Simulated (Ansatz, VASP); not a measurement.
## CsI in VASP and in Ansatz

File INCAR:

```
SYSTEM = CsI
  PREC = Accurate
  ENCUT = 500
  EDIFF = 1E-6
  ISMEAR = -1
  SIGMA = 0.03
  LREAL = .False.
  LASPH = .True.
  NELM = 120
  ALGO = Normal
  ISIF = 2
  LWAVE = .False.
  LCHARG = .False.
  GGA = PE
  NBANDS = 15
  GGA_COMPAT = .False.
```

KPOINTS

```
Automatic mesh
0
Gamma
  6 6 6
  0 0 0
```

The input POSCAR:

```
CsI
1.0
    4.4192071473      0.0000000000      0.0000000000
    0.0000000000      4.4192071473      0.0000000000
    0.0000000000      0.0000000000      4.4192071473
Cs I
1 1
Direct
    0.0000000000      0.0000000000      0.0000000000
    0.5000000000      0.5000000000      0.5000000000
```

Input for Ansatz:

```yaml
crystal:
  lattice:
    - [4.4192071473, 0.0, 0.0]
    - [0.0, 4.4192071473, 0.0]
    - [0.0, 0.0, 4.4192071473]
  atoms:
    - { symbol: Cs, position: [0.0, 0.0, 0.0] }
    - { symbol: I, position: [0.5, 0.5, 0.5] }
kpoints:
  mp_grid: { grid: [6, 6, 6] }
  band_path:
    path:
      - [0.0, 0.0, 0.0]
      - [0.0, 0.5, 0.0]
      - [0.5, 0.5, 0.0]
      - [0.0, 0.0, 0.0]
      - [0.5, 0.5, 0.5]
      - [0.0, 0.5, 0.0]
      - [0.5, 0.5, 0.5]
      - [0.5, 0.5, 0.0]
    npoints: 6
scf:
  occupations: { method: fermi_dirac, width: 0.03 }
hamiltonian:
  xc: pbe
  pseudopotentials: { kind: all_electron, lapw: { basis_error: 0.001 } }
output:
  forces: true
  stress: true
  eigenvalues: true
  populations: true
```

Change from the starting cell: volume scaled by 0.85, LAPW.

Alike in both runs: task single point; functional PBE; k mesh 6 × 6 × 6; occupations fermi-dirac, width 0.03 eV; no spin polarisation.

```csv
,VASP,Ansatz
version,VASP 6.6.1,Ansatz 0.2.0
potentials or method,"VASP PAW PBE potentials, release 64 (Cs_sv, I), cutoff 500 eV","all-electron LAPW, scalar-relativistic"
```

|  | VASP | Ansatz | Ansatz less VASP |
| --- | --- | --- | --- |
| gap on the k mesh at the Fermi level (eV) | 4.01 | 4.03 | +0.021 |
| pressure (GPa) | 2.5 | 2.4 | -0.07 |

Ansatz ran all-electron here, and VASP with PAW potentials.

Spin-orbit coupling is off throughout.
